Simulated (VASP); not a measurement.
## KTa3: single point with PBE

Crystal: KTa3.

```
CELL_PARAMETERS angstrom
4.39192 0.00000 0.00000
0.00000 4.39192 0.00000
0.00000 0.00000 4.39192
ATOMIC_POSITIONS crystal
K 0.00000 0.00000 0.00000
Ta 0.00000 0.50000 0.50000
Ta 0.50000 0.00000 0.50000
Ta 0.50000 0.50000 0.00000
```

```
Program             : VASP 6.6.1
Task                : single point
Functional          : PBE
Potentials or basis : VASP PAW PBE potentials, release 64 (K_sv, Ta_pv)
Cutoff              : 520 eV
k mesh              : 4 × 4 × 4
Occupations         : gaussian, width 0.1 eV
Spin                : no spin polarisation
```

The pressure is -0.8 GPa and the band gap on the k mesh is zero (band 21 reaches 5.63 eV, above the bottom of band 22 at 3.99 eV).

Levels at points of the mesh, in eV from the Fermi level:
```tsv
k point	band 17	band 18	band 19	band 20	band 21	band 22	band 23	band 24
(0.00, 0.00, 0.00)	-3.08	-2.30	-2.30	-2.30	1.32	1.32	1.32	3.31
(0.50, 0.00, 0.00)	-1.64	-1.37	-0.55	-0.55	-0.31	-0.31	0.10	0.70
(0.50, 0.50, 0.00)	-1.17	-0.98	-0.60	-0.60	-0.16	-0.16	-0.10	0.30
(0.50, 0.50, 0.50)	-2.25	0.01	0.01	0.01	0.31	1.16	1.16	1.16
```

Wall time 11 s on 1 thread of Intel(R) Xeon(R) 6975P-C (Granite Rapids), with other jobs on the host, peak memory 0.2 GiB.

Caveat: spin-orbit coupling is left out, which moves the levels of the heavy elements.
